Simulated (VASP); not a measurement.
# BP (I-4m2) in VASP: a series of runs

BP is run at these levels: LDA; tasks: single point.

All numbers are computed with VASP 6.6.1; they aren't measurements. Logs are shortened: lines on timing, memory, paths and dates and some standing lists are left out, and cuts for length are marked.

## Step 1: The cell of the first run

The structure is tetragonal, space group I-4m2 (No. 119). The conventional cell has a = 3.209 Å, b = 3.209 Å, c = 4.447 Å, α = 90.00°, β = 90.00°, γ = 90.00°. B (site symmetry -4m2) has 4 P at 1.95 Å within 2.6 Å. P (site symmetry -4m2) has 4 B at 1.95 Å within 2.6 Å.

## Step 2: Single point, LDA (zz strain of -2 %)

File INCAR:

```
  PREC = Accurate
  ENCUT = 520
  EDIFF = 1E-6
  ISMEAR = -1
  SIGMA = 0.05
  LREAL = False
  LASPH = True
  NELM = 80
  ALGO = Normal
  ISIF = 2
  LWAVE = False
  LCHARG = False
  GGA = CA
  NBANDS = 11
```

File KPOINTS:

```
Automatic mesh
0
Gamma
  15 15 15
```

File POSCAR:

```
BP
1.0
    0.0000000000      2.2690000000      2.2236200000
    2.2690000000      0.0000000000      2.2236200000
    2.2690000000      2.2690000000      0.0000000000
B P
1 1
Direct
    0.0000000000      0.0000000000      0.0000000000
    0.7500000000      0.7500000000      0.7500000000
```

Potentials or basis: VASP PAW LDA potentials, release 64 (B, P).

Launch:

```
> cat potpaw_LDA.64/B/POTCAR potpaw_LDA.64/P/POTCAR > POTCAR
> mpirun -np 1 vasp_std > vasp.out
```

OUTCAR:

```text
PREC = Accurate
   ENCUT = 520
   EDIFF = 1E-6
   ISMEAR = -1
   LREAL = False
   LASPH = True
   NELM = 80
   ISIF = 2
   GGA = CA

 ion  position               nearest neighbor table
   1  0.000  0.000  0.000-   2 1.95   2 1.95   2 1.95   2 1.95
   2  0.750  0.750  0.750-   1 1.95   1 1.95   1 1.95   1 1.95

  LATTYP: Found a body centered tetragonal cell.
 ALAT       =     3.2088505730
 C/A-ratio  =     1.3859292911

  Lattice vectors:

 A1 = (   0.0000000000,  -2.2690000000,  -2.2236200000)
 A2 = (   0.0000000000,   2.2690000000,  -2.2236200000)
 A3 = (   2.2690000000,   0.0000000000,   2.2236200000)

Analysis of symmetry for initial positions (statically):
=====================================================================
 Subroutine PRICEL returns:
 Original cell was already a primitive cell.

 Routine SETGRP: Setting up the symmetry group for a
 body centered tetragonal supercell.

 Subroutine GETGRP returns: Found  8 space group operations
 (whereof  8 operations were pure point group operations)
 out of a pool of 16 trial point group operations.

The static configuration has the point symmetry D_2d.

Analysis of symmetry for dynamics (positions and initial velocities):
=====================================================================
 Subroutine PRICEL returns:
 Original cell was already a primitive cell.

 Routine SETGRP: Setting up the symmetry group for a
 body centered tetragonal supercell.

 Subroutine GETGRP returns: Found  8 space group operations
 (whereof  8 operations were pure point group operations)
 out of a pool of 16 trial point group operations.

The dynamic configuration has the point symmetry D_2d.

 Subroutine INISYM returns: Found  8 space group operations
 (whereof  8 operations are pure point group operations),
 and found     1 'primitive' translations

----------------------------------------------------------------------------------------

                                     Primitive cell

  volume of cell :      22.8960

  direct lattice vectors                    reciprocal lattice vectors
     0.000000000  2.269000000  2.223620000    -0.220361393  0.220361393  0.224858564
     2.269000000  0.000000000  2.223620000     0.220361393 -0.220361393  0.224858564
     2.269000000  2.269000000  0.000000000     0.220361393  0.220361393 -0.224858564

  length of vectors
     3.176924126  3.176924126  3.208850573     0.384291114  0.384291114  0.384291114

  position of ions in fractional coordinates (direct lattice)
     0.000000000  0.000000000  0.000000000
     0.750000000  0.750000000  0.750000000

  ion indices of the primitive-cell ions
   primitive index   ion index
                 1           1
                 2           2

----------------------------------------------------------------------------------------

 KPOINTS: Automatic mesh

Automatic generation of k-mesh.
 Grid dimensions read from file:
 generate k-points for:   15   15   15

 Generating k-lattice:

  Cartesian coordinates                     Fractional coordinates (reciprocal lattice)
    -0.014690760  0.014690760  0.014990571     0.066666667  0.000000000  0.000000000
     0.014690760 -0.014690760  0.014990571     0.000000000  0.066666667  0.000000000
     0.014690760  0.014690760 -0.014990571     0.000000000  0.000000000  0.066666667

  Length of vectors
     0.025619408  0.025619408  0.025619408

  Shift w.r.t. Gamma in fractional coordinates (k-lattice)
     0.000000000  0.000000000  0.000000000

 Subroutine IBZKPT returns following result:
 ===========================================

 Found    288 irreducible k-points:

 Following reciprocal coordinates:
            Coordinates               Weight
  0.000000  0.000000  0.000000      1.000000
  0.066667  0.000000  0.000000      8.000000
  0.133333  0.000000  0.000000      8.000000
  0.200000  0.000000  0.000000      8.000000
  0.266667  0.000000  0.000000      8.000000
  0.333333  0.000000  0.000000      8.000000
[... 16 lines left out ...]
  0.133333  0.133333  0.000000      2.000000
  0.200000  0.133333  0.000000      8.000000
 [... further k-points ...]
   k-points           NKPTS =    288   k-points in BZ     NKDIM =    288   number of bands    NBANDS=     11
   number of dos      NEDOS =    301   number of ions     NIONS =      2
   total plane-waves  NPLWV =  13824
   dimension x,y,z NGX =    24 NGY =   24 NGZ =   24
   dimension x,y,z NGXF=    48 NGYF=   48 NGZF=   48
   ions per type =               1   1
   NGX,Y,Z   is equivalent  to a cutoff of  12.56, 12.56, 12.43 a.u.
   NGXF,Y,Z  is equivalent  to a cutoff of  25.12, 25.12, 24.87 a.u.
 SYSTEM =  unknown system
   PREC   = accura    normal or accurate (medium, high low for compatibility)
   ISTART =      0    job   : 0-new  1-cont  2-samecut
   ICHARG =      2    charge: 1-file 2-atom 10-const
   ISPIN  =      1    spin polarized calculation?
   LNONCOLLINEAR =      F non collinear calculations
   LSORBIT =      F    spin-orbit coupling
   LASPH  =      T    aspherical Exc in radial PAW
   ENCUT  =  520.0 eV  38.22 Ry    6.18 a.u.   5.91  5.91  5.97*2*pi/ulx,y,z
   NELM   =     80;   NELMIN=  2; NELMDL= -5     # of ELM steps
   EDIFF  = 0.1E-05   stopping-criterion for ELM
   LREAL  =      F    real-space projection
   EDIFFG = 0.1E-04   stopping-criterion for IOM
   NSW    =      0    number of steps for IOM
   IBRION =     -1    ionic relax: 0-MD 1-quasi-New 2-CG
   NFREE  =      0    steps in history (QN), initial steepest desc. (CG)
   ISIF   =      2    stress and relaxation
   ISYM   =      2    0-nonsym 1-usesym 2-fastsym
   POTIM  = 0.5000    time-step for ionic-motion
   TEBEG  =    0.0;   TEEND  =   0.0 temperature during run
   PSTRESS=    0.0 pullay stress
   NELECT =       8.0000    total number of electrons
   NUPDOWN=      -1.0000    fix difference up-down
   EMIN   =  10.00;   EMAX   =-10.00  energy-range for DOS
   EFERMI =   0.00;   METHOD = LEGACY
   ISMEAR =    -1;   SIGMA  =   0.05  broadening in eV -4-tet -1-fermi 0-gaus
   EFERMI_NEDOS =   21; number of points for ismear=-14 and -15
   IALGO  =     38    algorithm
   IMIX   =      4    mixing-type and parameters
     AMIX     =   0.40;   BMIX     =  1.00
     AMIX_MAG =   1.60;   BMIX_MAG =  1.00
  volume/ion in A,a.u.               =      11.45        77.25
  Fermi-wavevector in a.u.,A,eV,Ry     =   1.153059  2.178966 18.089568  1.329546
  Thomas-Fermi vector in A             =   2.289706
   LORBIT       =      0    0 simple, 1 ext, 2 COOP (PROOUT), +10 PAW based schemes
   GGA     = CA    functional components
   LHFCALC =     F    Hartree Fock is set to
   AEXX    =    0.0000 exact exchange contribution
   IVDW    =     0    specifies the selected vdW correction
   LEPSILON=     F    determine dielectric tensor
   LRPA    =     F    only Hartree local field effects (RPA)
 non-spin polarized calculation
  energy-cutoff  :      520.00
  volume of cell :       22.90
 maximum number of plane-waves:       632
   NGX = 11   NGY = 11   NGZ = 11

 number of electron       8.0000001 magnetization

 Free energy of the ion-electron system (eV)
  ---------------------------------------------------
  ext. energy  EPLUGINS =         0.00000000
  ---------------------------------------------------
  free energy    TOTEN  =       -14.39289371 eV

  energy without entropy =      -14.39289348  energy(sigma->0) =      -14.39289359

 E-fermi :   8.1906     XC(G=0): -11.1719

 val. band max:        7.7787831923   @ k =   0.0000   0.0000   0.0000
 cond. band min:       8.6378769987   @ k =   0.4000   0.4000   0.0000
 fundamental gap:      0.8590938063
 Fermi energy:         8.1906365873

 k-point     1 :       0.0000    0.0000    0.0000
  band No.  band energies     occupation
      1      -7.9203      2.00000
      2       7.5846      1.99999
      3       7.5846      1.99999
      4       7.7788      1.99947
      5      10.9866      0.00000
      6      11.0996      0.00000
      7      11.0996      0.00000
      8      15.3221      0.00000
      9      19.0498      0.00000
     10      19.6202      0.00000
     11      20.1470      0.00000

 k-point     2 :       0.0667    0.0000    0.0000
  band No.  band energies     occupation
      1      -7.8388      2.00000
      2       6.9859      2.00000
      3       7.4372      2.00000
      4       7.5841      1.99999
      5      11.1886      0.00000
      6      11.2960      0.00000
      7      11.3601      0.00000
      8      15.5456      0.00000
      9      19.2491      0.00000
     10      19.3170      0.00000
     11      19.7223      0.00000

 k-point     3 :       0.1333    0.0000    0.0000
  band No.  band energies     occupation
      1      -7.5956      2.00000
      2       5.5925      2.00000
      3       7.0916      2.00000
      4       7.2482      2.00000
      5      11.5635      0.00000
      6      11.7490      0.00000
      7      11.7742      0.00000
      8      16.1383      0.00000
      9      18.6611      0.00000
     10      19.0300      0.00000
     11      19.9892      0.00000

 k-point     4 :       0.2000    0.0000    0.0000
  band No.  band energies     occupation
      1      -7.1949      2.00000
      2       3.9832      2.00000
      3       6.6962      2.00000
      4       6.8765      2.00000
      5      11.7043      0.00000
      6      12.1948      0.00000
      7      12.2329      0.00000
      8      16.8605      0.00000
      9      18.4043      0.00000
     10      18.6396      0.00000
     11      20.5290      0.00000

 k-point     5 :       0.2667    0.0000    0.0000
  band No.  band energies     occupation
      1      -6.6459      2.00000
      2       2.3706      2.00000
      3       6.3370      2.00000
      4       6.5435      2.00000
      5      11.6791      0.00000
      6      12.4274      0.00000
      7      12.5444      0.00000
      8      17.4393      0.00000
      9      18.7245      0.00000
     10      18.7966      0.00000
     11      20.7215      0.00000
[... 211 lines left out ...]
 k-point    21 :      -0.1333    0.0667    0.0000
  band No.  band energies     occupation
      1      -7.4132      2.00000
      2       5.0700      2.00000
      3       6.3285      2.00000
      4       7.2158      2.00000
      5      11.6534      0.00000
      6      11.8604      0.00000
      7      12.3910      0.00000
      8      16.2683      0.00000
      9      17.8170      0.00000
     10      19.3831      0.00000
     11      20.4795      0.00000

 k-point    22 :      -0.0667    0.0667    0.0000
  band No.  band energies     occupation
      1      -7.7063      2.00000
      2       6.3826      2.00000
      3       6.8861      2.00000
      4       7.4625      2.00000
      5      11.3103      0.00000
      6      11.5559      0.00000
      7      11.8380      0.00000
      8      15.8383      0.00000
      9      18.4405      0.00000
     10      19.5792      0.00000
     11      19.7278      0.00000

 k-point    23 :       0.1333    0.1333    0.0000
  band No.  band energies     occupation
      1      -7.4755      2.00000
      2       6.2598      2.00000
      3       6.2598      2.00000
      4       6.4970      2.00000
      5      10.2269      0.00000
      6      12.8720      0.00000
      7      12.8720      0.00000
      8      15.3001      0.00000
      9      18.4827      0.00000
     10      20.1032      0.00000
     11      20.4626      0.00000

 k-point    24 :       0.2000    0.1333    0.0000
  band No.  band energies     occupation
      1      -7.1749      2.00000
      2       5.0247      2.00000
      3       5.8223      2.00000
      4       6.3495      2.00000
      5      10.2097      0.00000
      6      13.3878      0.00000
      7      13.5101      0.00000
      8      14.8200      0.00000
      9      18.8182      0.00000
     10      20.1637      0.00000
     11      21.1952      0.00000

 [... further k-points ...]
[... 5 lines left out ...]
  --------------------------------------------------------------------------------------
  -------------------------------------------------------------------------------------
  Total       -0.5507752     -0.5507752      0.2123852      0.0000000     -0.0000000     -0.0000000
  in kB      -38.5412184    -38.5412184     14.8619306      0.0000000     -0.0000000     -0.0000000
  external PRESSURE =     -20.7401687 kB  Pullay stress =       0.0000000 kB

 VOLUME and BASIS-vectors are now :
 -----------------------------------------------------------------------------
  energy-cutoff  :      520.00
  volume of cell :       22.90
      direct lattice vectors                 reciprocal lattice vectors
     0.000000000  2.269000000  2.223620000    -0.220361393  0.220361393  0.224858564
     2.269000000  0.000000000  2.223620000     0.220361393 -0.220361393  0.224858564
     2.269000000  2.269000000  0.000000000     0.220361393  0.220361393 -0.224858564

 POSITION                                       TOTAL-FORCE (eV/Angst)
 -----------------------------------------------------------------------------------
      0.00000      0.00000      0.00000         0.000000      0.000000      0.000000
      3.40350      3.40350      3.33543         0.000000     -0.000000     -0.000000
 -----------------------------------------------------------------------------------
    total drift:                               -0.000000     -0.000000      0.000000

  FREE ENERGIE OF THE ION-ELECTRON SYSTEM (eV)
  ---------------------------------------------------
  free  energy   TOTEN  =       -14.3928937068 eV

  energy  without entropy=      -14.3928934781  energy(sigma->0) =      -14.39289359
```

Wall time 15 s (1 thread of Intel Xeon 6975P-C (Granite Rapids), shared host); peak memory 0.17 GiB.

What came out:

| Quantity | Value |
| --- | --- |
| Free energy | -14.3929 eV |
| Pressure | -2.1 GPa |
| Band gap on the k mesh | 0.86 eV, indirect (least direct gap 3.21 eV) |

Levels at points of the mesh, in eV from the valence-band top:
```tsv
k point	band 1	band 2	band 3	band 4	band 5	band 6	band 7	band 8
(0.00, 0.00, 0.00)	-15.70	-0.19	-0.19	0.00	3.21	3.32	3.32	7.54
```

Caveat: the cell differs from its parent crystal (zz strain of -2 %).

## Step 3: Single point, LDA (zz strain of -1 %)

File INCAR:

```
SYSTEM = BP
ALGO = Normal ; EDIFF = 1E-6
ENCUT = 520 ; GGA = CA
ISIF = 2 ; ISMEAR = -1
LASPH = .TRUE. ; LCHARG = .FALSE.
LREAL = .FALSE. ; LWAVE = .FALSE.
NBANDS = 11 ; NELM = 100
PREC = Accurate ; SIGMA = 0.05
```

File KPOINTS:

```
k-points
0
G
  15 15 15
  0 0 0
```

File POSCAR:

```
BP
1.0
    0.0000000000      2.2690000000      2.2463100000
    2.2690000000      0.0000000000      2.2463100000
    2.2690000000      2.2690000000      0.0000000000
B P
1 1
Direct
    0.0000000000      0.0000000000      0.0000000000
    0.7500000000      0.7500000000      0.7500000000
```

Potentials or basis: VASP PAW LDA potentials, release 64 (B, P).

Launch:

```
> cat potpaw_LDA.64/B/POTCAR potpaw_LDA.64/P/POTCAR > POTCAR
> mpirun -np 1 vasp_std > vasp.out
```

Run time: 16 s. Hardware: 1 thread of Intel Xeon 6975P-C (Granite Rapids), shared host; peak memory 0.17 GiB.

The run converged. Its results:

| Quantity | Value |
| --- | --- |
| Free energy | -14.3927 eV |
| Pressure | -3.7 GPa |
| Band gap on the k mesh | 1.02 eV, indirect (least direct gap 3.29 eV) |

Stress tensor (GPa, compression positive):
```
-4.63  0.00  0.00
 0.00 -4.63  0.00
 0.00  0.00 -1.96
```

Levels at points of the mesh, in eV from the valence-band top:
| k point | band 1 | band 2 | band 3 | band 4 | band 5 | band 6 | band 7 | band 8 | band 9 |
| --- | --- | --- | --- | --- | --- | --- | --- | --- | --- |
| (0.00, 0.00, 0.00) | -15.54 | -0.10 | -0.10 | 0.00 | 3.29 | 3.35 | 3.35 | 7.46 | 11.26 |

Caveat: the cell differs from its parent crystal (zz strain of -1 %). A k mesh can miss the band edges.

(Continued in part 2 of 2.)
